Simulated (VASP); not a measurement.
Input of a VASP 6.6.1 run:

File POSCAR:

```
Lu
1.0
    0.0000000000      2.4500000000      2.4500000000
    2.4500000000      0.0000000000      2.4500000000
    2.4500000000      2.4500000000      0.0000000000
Lu
1
Direct
    0.0000000000      0.0000000000      0.0000000000
```

INCAR.step1

```
ALGO = Normal
EDIFF = 1E-5
EDIFFG = -0.005
ENCUT = 660
GGA = PE
GGA_COMPAT = F
IBRION = 2
ISIF = 3
ISMEAR = 1
LASPH = T
LCHARG = F
LREAL = F
LWAVE = T
NELM = 120
NELMIN = 4
NSW = 100
PREC = Accurate
SIGMA = 0.05
```

INCAR.step2

```
ALGO = Normal
EDIFF = 1E-7
EDIFFG = -0.02
ENCUT = 660
GGA_COMPAT = F
IBRION = 2
ISIF = 3
ISMEAR = 1
ISTART = 1
LASPH = T
LCHARG = F
LMIXTAU = T
LREAL = F
LWAVE = F
METAGGA = R2SCAN
NELM = 120
NELMIN = 4
NSW = 80
PREC = Accurate
PSTRESS = 100.0
SIGMA = 0.05
```

Contents of KPOINTS:

```
k-points
0
Gamma
  8 8 8
```

Potentials or basis: VASP PAW PBE potentials, release 64 (Lu).

Launch:

```sh
$ cat potpaw_PBE.64/Lu/POTCAR > POTCAR
$ cp INCAR.step1 INCAR
$ mpirun -np 1 vasp_std > vasp.out
$ cp INCAR.step2 INCAR
$ mpirun -np 1 vasp_std > vasp.out
```

(1) Estimate the relaxed cell.

(2) What does it give for the band gap on the k mesh?

Results:

(1) a = 3.251 Å, b = 3.251 Å, c = 3.251 Å, α = 60.00°, β = 60.00°, γ = 60.00°.

(2) zero (an odd number of electrons rules out a gap without spin polarisation).

Caveat: spin-orbit coupling is left out, which moves the levels of the heavy elements.
